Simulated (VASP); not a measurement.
A run of VASP 6.6.1 is set up as follows.

File POSCAR:

```
HfC
1.0
    0.0000000000      2.4957897671      2.4957897671
    2.4957897671      0.0000000000      2.4957897671
    2.4957897671      2.4957897671      0.0000000000
Hf C
1 1
Direct
    0.0000000000      0.0000000000      0.0000000000
    0.2500000000      0.2500000000      0.2500000000
```

File INCAR.step1:

```
PREC = Accurate ; ENCUT = 520
ISMEAR = 0 ; SIGMA = 0.05
LREAL = F ; LASPH = T
NELM = 60 ; NBANDS = 14
GGA = PE ; ALGO = Normal
EDIFF = 1E-4 ; LWAVE = T
LCHARG = F
```

The input INCAR.step2:

```
PREC = Accurate ; ENCUT = 520
EDIFF = 1E-6 ; ISMEAR = 0
SIGMA = 0.05 ; LREAL = F
LASPH = T ; NELM = 60
ALGO = Normal ; ISIF = 2
LWAVE = F ; LCHARG = F
METAGGA = R2SCAN ; LMIXTAU = T
NBANDS = 14 ; ISTART = 1
```

KPOINTS

```
Automatic mesh
0
Gamma
  12 12 12
```

Potentials or basis: VASP PAW PBE potentials, release 64 (Hf_pv, C).

Command:

```sh
$ cat potpaw_PBE.64/Hf_pv/POTCAR potpaw_PBE.64/C/POTCAR > POTCAR
$ cp INCAR.step1 INCAR
$ mpirun -np 1 vasp_std > vasp.out
$ cp INCAR.step2 INCAR
$ mpirun -np 1 vasp_std > vasp.out
```

**Question.** Predict the pressure.

**Answer.** 3.1 GPa.

**Question.** Estimate the band gap on the k mesh.

**Answer.** 0.55 eV, direct.

Caveat: the PAW data sets were made with another functional, which shifts forces and pressure a little; spin-orbit coupling is left out, which moves the levels of the heavy elements. A k mesh can miss the band edges.
